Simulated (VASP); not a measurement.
Set up this calculation in VASP 6.6.1, as the native input.

* Task: single point
* Functional: PBE
* Potentials or basis: VASP PAW PBE potentials, release 64 (Ti_sv, Al)
* Cutoff: 520 eV
* k mesh: 4 × 4 × 4
* Occupations: gaussian, width 0.1 eV
* Spin: no spin polarisation
* Dipole correction: no
* Further INCAR settings: ALGO = Fast; EDIFF = 1e-06; NBANDS = 18

The structure of TiAl3 lies in POSCAR:

```
TiAl3
1.0
    3.8040366639      0.0000000000      0.0000000000
    0.0000000000      3.8040366639      0.0000000000
    0.0000000000      0.0000000000      5.4290175236
Ti Al
1 3
Direct
    0.0000000000      0.0000000000      0.5000000000
    0.5000000000      0.5000000000      0.0000000000
    0.5000000000      0.5000000000      0.5000000000
    0.0000000000      0.0000000000      0.0000000000
```

These files were run (other wordings do the same):

INCAR

```
PREC = Accurate ; ENCUT = 520
EDIFF = 1E-6 ; ISMEAR = 0
SIGMA = 0.1 ; LREAL = F
LASPH = T ; NELM = 100
ALGO = Fast ; ISIF = 2
LWAVE = F ; LCHARG = F
GGA = PE ; NBANDS = 18
```

KPOINTS

```
Automatic mesh
0
Gamma
  4 4 4
```

Potentials or basis: VASP PAW PBE potentials, release 64 (Ti_sv, Al).

Command:

```bash
$ cat potpaw_PBE.64/Ti_sv/POTCAR potpaw_PBE.64/Al/POTCAR > POTCAR
$ mpirun -np 1 vasp_std > vasp.out
```

Results of the run:

The pressure is 0.1 GPa.

Caveat: the k points lie up to 0.41 Å⁻¹ apart.

Run time: 59 s on 1 thread of Intel(R) Xeon(R) Platinum 8488C (Sapphire Rapids), with other jobs on the host, peak memory 0.18 GiB.
